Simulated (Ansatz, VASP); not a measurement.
## Zn6S5 in VASP and in Ansatz

```
Zn S
1.0
     0.00000    0.00000   -6.30464
    -5.76610   -3.32906    0.00000
     0.00000    6.65812    0.00000
Zn S
6 5
Cartesian
  -3.8441 2.2194 -5.9823
  -5.7661 -1.1097 -6.3490
  -1.9220 5.5484 -6.3490
  -2.1241 1.2263 -3.2210
  -3.8441 4.2055 -3.2210
  -5.5641 1.2263 -3.2210
  -5.7661 -1.1097 -3.9485
  -1.9220 5.5484 -3.9485
  -1.9859 1.1465 -0.7913
  -3.8441 4.3650 -0.7913
  -5.7023 1.1465 -0.7913
```

Change from the starting cell: S vacancy (site b), charge +0, atoms relaxed at the host's cell.

Alike in both runs: functional PBE; k mesh 2 × 2 × 2; occupations gaussian, width 0.01 eV; no spin polarisation.

Ansatz relaxed the structure, and its values are those at the end. VASP's run is a single point on that final structure, the one shown.

|  | VASP | Ansatz |
| --- | --- | --- |
| version | VASP 6.6.1 | Ansatz 0.2.0 |
| potentials or method | VASP PAW PBE potentials, release 64 (Zn, S), cutoff 520 eV | scalar-relativistic, plane waves, PAW |
| valence electrons in the cell | 102 | 102 |

|  | VASP | Ansatz | Ansatz less VASP |
| --- | --- | --- | --- |
| gap on the k mesh at the Fermi level (eV) | 1.78 | 1.77 | -0.001 |
| least direct gap on the mesh (eV) | 1.78 | 1.77 | -0.001 |
| rms of the force components (eV/Å) | 0.007 | 0.005 | -0.0019 |

The k mesh is coarse, so the values compare programs but aren't converged.
